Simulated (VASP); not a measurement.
Input of a VASP 6.6.1 run:

INCAR

```
SYSTEM = BAs
PREC = Accurate ; ENCUT = 520
EDIFF = 1E-7 ; ISMEAR = 0
SIGMA = 0.05 ; LREAL = .False.
LASPH = .True. ; NELM = 80
ALGO = Normal ; ISIF = 2
LWAVE = .False. ; LCHARG = .False.
LDIPOL = .True. ; IDIPOL = 3
DIPOL = 0.5 0.5 0.500 ; GGA = PE
NBANDS = 41
```

KPOINTS

```
Automatic mesh
0
Gamma
  8 6 1
  0 0 0
```

File POSCAR:

```
BAs
1.0
    3.4003508765      0.0000000000      0.0000000000
    0.0000000000      4.8088223264      0.0000000000
    0.0000000000      0.0000000000     25.2010526296
B As
7 7
Direct
    0.5000000000      0.4496282811      0.3127244403
    0.0000000000      0.0110779520      0.3644373392
    0.5000000000      0.5095856157      0.4329249596
    0.0000000000      0.0117520816      0.5000001351
    0.5000000000      0.5095870386      0.5670749958
    0.0000000000      0.0110798326      0.6355625070
    0.5000000000      0.4496329460      0.6872757150
    0.0000000000      0.2419618997      0.2907650742
    0.5000000000      0.7656420467      0.3648669196
    0.0000000000      0.2602753006      0.4320819601
    0.5000000000      0.7618899929      0.5000000247
    0.0000000000      0.2602766919      0.5679181310
    0.5000000000      0.7656444892      0.6351330445
    0.0000000000      0.2419658313      0.7092347540
```

Potentials or basis: VASP PAW PBE potentials, release 64 (B, As).

Launch:

```sh
$ cat potpaw_PBE.64/B/POTCAR potpaw_PBE.64/As/POTCAR > POTCAR
$ mpirun -np 1 vasp_std > vasp.out
```

Question: Predict the largest force.

Answer: 0.070 eV/Å.

Question: Estimate the band gap on the k mesh.

Answer: 0.19 eV, indirect (least direct gap 1.21 eV).

Forces on the atoms (eV/Å):
```
B    0.000  0.015 -0.001
B    0.000  0.005 -0.003
B    0.000 -0.001 -0.001
B    0.000  0.002  0.000
B    0.000 -0.001  0.001
B    0.000  0.005  0.003
B    0.000  0.015  0.001
As   0.000 -0.039 -0.058
As   0.000  0.018  0.001
As   0.000  0.000  0.000
As   0.000  0.002  0.000
As   0.000  0.000  0.000
As   0.000  0.018 -0.001
As   0.000 -0.039  0.058
```
